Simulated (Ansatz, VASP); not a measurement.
Sn: VASP beside Ansatz

INCAR

```
SYSTEM = Sn
PREC = Accurate ; ENCUT = 520
EDIFF = 1E-6 ; ISMEAR = 1
SIGMA = 0.2 ; LREAL = .False.
LASPH = .True. ; NELM = 100
ALGO = Normal ; ISIF = 2
LWAVE = .False. ; LCHARG = .True.
GGA = PE ; LELF = .True.
LVHAR = .True. ; NBANDS = 21
```

Contents of KPOINTS:

```
regular mesh
0
Gamma
  8 8 8
  0 0 0
```

File POSCAR:

```
Sn
1.0
    0.0000000000      3.3289000152      3.3289000152
    3.3289000152      0.0000000000      3.3289000152
    3.3289000152      3.3289000152      0.0000000000
Sn
2
Direct
    0.5000000000      0.5000000000      0.5000000000
    0.7500000000      0.7500000000      0.7500000000
```

Input for Ansatz:

```yaml
crystal:
  lattice:
    - [0.0, 3.3289000152, 3.3289000152]
    - [3.3289000152, 0.0, 3.3289000152]
    - [3.3289000152, 3.3289000152, 0.0]
  atoms:
    - { symbol: Sn, position: [0.5, 0.5, 0.5] }
    - { symbol: Sn, position: [0.75, 0.75, 0.75] }
hamiltonian:
  xc: pbe
  pseudopotentials:
    kind: paw
    azcp:
      Sn: "pseudopotentials/Sn.paw.azcp"
basis:
  ecutwfc: 420
  fft_grid_basis: typed
kpoints:
  mp_grid: { grid: [8, 8, 8], shift: [0, 0, 0] }
magnetization:
  spin_polarized: false
scf:
  occupations: { method: methfessel_paxton, width: 0.2 }
  lower_state_search: "off"
output:
  stress: true
```

Alike in both runs: task single point; functional PBE; k mesh 8 × 8 × 8; occupations methfessel-paxton of order 1, width 0.2 eV; no spin polarisation.

|  | VASP | Ansatz |
| --- | --- | --- |
| version | VASP 6.6.1 | Ansatz 0.2.0 |
| potentials or method | VASP PAW PBE potentials, release 64 (Sn_d), cutoff 520 eV | plane waves (420 eV) with PAW, scalar-relativistic |
| valence electrons in the cell | 28 | 28 |

```tsv
	VASP	Ansatz	Ansatz less VASP
pressure (GPa)	-0.1	0.0	+0.04
```

With one functional, cell and mesh, what is left measures potentials, basis and numerics.
